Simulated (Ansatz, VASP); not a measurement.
## Ag: VASP beside Ansatz

Contents of INCAR:

```
PREC = Accurate
ENCUT = 520
EDIFF = 1E-8
ISMEAR = -1
SIGMA = 0.08
LREAL = False
LASPH = True
NELM = 100
ALGO = Normal
ISIF = 2
LWAVE = False
LCHARG = False
LEFG = True
NBANDS = 30
```

The input KPOINTS:

```
Automatic mesh
0
Gamma
  14 14 4
```

Contents of POSCAR:

```
Ag
1.0
    2.8861989086     -0.0144309945     -0.0144309945
   -1.4555970622      2.5067370726     -0.0052821106
   -0.0500000000     -0.0500000000     10.0000000000
Ag
4
Direct
    0.3333333333      0.6666666667      0.2500000000
    0.6666666667      0.3333333333      0.7500000000
    0.0000000000      0.0000000000      0.0000000000
    0.0000000000      0.0000000000      0.5000000000
```

Input for Ansatz:

```yaml
crystal:
  lattice:
    - [2.8861989086, -0.0144309945, -0.0144309945]
    - [-1.4555970622, 2.5067370726, -0.0052821106]
    - [-0.05, -0.05, 10.0]
  atoms:
    - { symbol: Ag, position: [0.3333333333, 0.6666666667, 0.25] }
    - { symbol: Ag, position: [0.6666666667, 0.3333333333, 0.75] }
    - { symbol: Ag, position: [0.0, 0.0, 0.0] }
    - { symbol: Ag, position: [0.0, 0.0, 0.5] }
kpoints:
  mp_grid: { grid: [14, 14, 4] }
scf:
  occupations: { method: fermi_dirac, width: 0.08 }
hamiltonian:
  xc: lda
  pseudopotentials: { kind: all_electron, datasets: crystal }
output:
  forces: true
  stress: true
  eigenvalues: true
  efg: { contact_densities: true }
```

Change from the starting cell: equal xy, yz and zx shear strains of -1 %, crystal datasets.

Alike in both runs: task electric field gradients; functional LDA; k mesh 14 × 14 × 4; occupations fermi-dirac, width 0.08 eV; no spin polarisation.

|  | VASP | Ansatz |
| --- | --- | --- |
| version | VASP 6.6.1 | Ansatz 0.2.0 |
| potentials or method | VASP PAW LDA potentials, release 64 (Ag), cutoff 520 eV | all-electron PAW with datasets made for the crystal, scalar-relativistic |

Ansatz gave:

```
pressure (GPa)                                                : -11.2
traceless stress, the component that is largest in VASP (GPa) : -2.46
size of Vzz on the site where it differs most (V/Å²)          : 4.4
```

Problem. What did VASP give for the same quantities?

Solution. Pressure (GPa): -11.0; traceless stress, the component that is largest in VASP (GPa): -2.49; size of Vzz on the site where it differs most (V/Å²): 10.2.

LDA's correlation is that of Perdew and Zunger in VASP and of Perdew and Wang (1992) in Ansatz. Ansatz ran all-electron here, and VASP with PAW potentials.
